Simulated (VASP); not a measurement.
Set up this calculation in VASP 6.6.1, as the native input.

- Task: relaxation of shape and atoms at fixed volume
- Functional: PBEsol
- Potentials or basis: VASP PAW PBE potentials, release 64 (Hf_pv, H)
- Cutoff: 600 eV
- k mesh: 16 × 16 × 16
- Occupations: gaussian, width 0.1 eV
- Spin: no spin polarisation
- Dipole correction: no
- Further INCAR settings: ALGO = Normal; EDIFF = 1e-07; IBRION = 2; EDIFFG = -0.01; NSW = 50; ISIF = 4

The structure of HfH2 lies in POSCAR:

```
HfH2
1.0
   -1.6902715190      1.6902715190      2.0248320399
    1.6902715190     -1.6902715190      2.0248320399
    1.6902715190      1.6902715190     -2.0248320399
Hf H
1 2
Direct
    0.0000000000      0.0000000000      0.0000000000
    0.7500000000      0.2500000000      0.5000000000
    0.2500000000      0.7500000000      0.5000000000
```

This cell differs from its parent crystal: volume scaled by 0.91.

These files were run (other wordings do the same):

INCAR

```
ALGO = Normal
EDIFF = 1E-7
EDIFFG = -0.01
ENCUT = 600
GGA = PS
IBRION = 2
ISIF = 4
ISMEAR = 0
LASPH = True
LCHARG = False
LREAL = False
LWAVE = False
NELM = 100
NSW = 50
PREC = Accurate
SIGMA = 0.1
```

KPOINTS

```
k-points
0
Gamma
  16 16 16
```

Potentials or basis: VASP PAW PBE potentials, release 64 (Hf_pv, H).

Run with:

```sh
$ cat potpaw_PBE.64/Hf_pv/POTCAR potpaw_PBE.64/H/POTCAR > POTCAR
$ mpirun -np 1 vasp_std > vasp.out
```

It gave:

```
Energy gained by relaxing : 0.1 meV/atom
Ionic steps               : 3
Pressure after relaxing   : 16.6 GPa
Band gap on the k mesh    : zero (band 6 reaches 6.85 eV, above the bottom of band 7 at 5.54 eV)
```

Caveat: the PAW data sets were made with another functional, which shifts forces and pressure a little; spin-orbit coupling is left out, which moves the levels of the heavy elements.

It took 5.1 min on 1 thread of Oxide Virtual Turin-like Processor, with other jobs on the host, peak memory 0.23 GiB.
